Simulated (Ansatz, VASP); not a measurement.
# Two plane-wave programs on Mg3BeS

```
Mg Be S
1.0
     2.94751    1.70175    2.40663
    -2.94751    1.70175    2.40663
     0.00000   -3.40349    2.40663
Mg Be S
3 1 1
Direct
  0.53000 0.88950 0.01750
  0.01750 0.53000 0.88950
  0.88950 0.01750 0.53000
  0.50000 0.50000 0.50000
  0.03190 0.03190 0.03190
```

Change from the starting cell: species swapped into the Ag3SI type (R3, No. 146).

Alike in both runs: task single point; functional PBE; k mesh 4 × 4 × 4; occupations gaussian, width 0.1 eV; no spin polarisation.

|  | VASP | Ansatz |
| --- | --- | --- |
| version | VASP 6.6.1 | Ansatz 0.2.0 |
| potentials or method | VASP PAW PBE potentials, release 64 (Mg, Be, S), cutoff 520 eV | scalar-relativistic, plane waves, PAW |
| valence electrons in the cell | 14 | 38 |

VASP gave:

```
gap on the k mesh at the Fermi level (eV) : none
rms of the force components (eV/Å)        : 0.776
```

Which values does Ansatz return?

gap on the k mesh at the Fermi level (eV): none; rms of the force components (eV/Å): 0.769.

Atom by atom the forces differ by 0.007 eV/Å (rms over components). A gap of «none» marks a metal or a gap that the smearing closes. VASP's potentials hold 14 valence electrons a cell and Ansatz's 38, so a difference there can come from the potentials and not from the codes.

The k mesh is coarse, so the values compare programs but aren't converged.
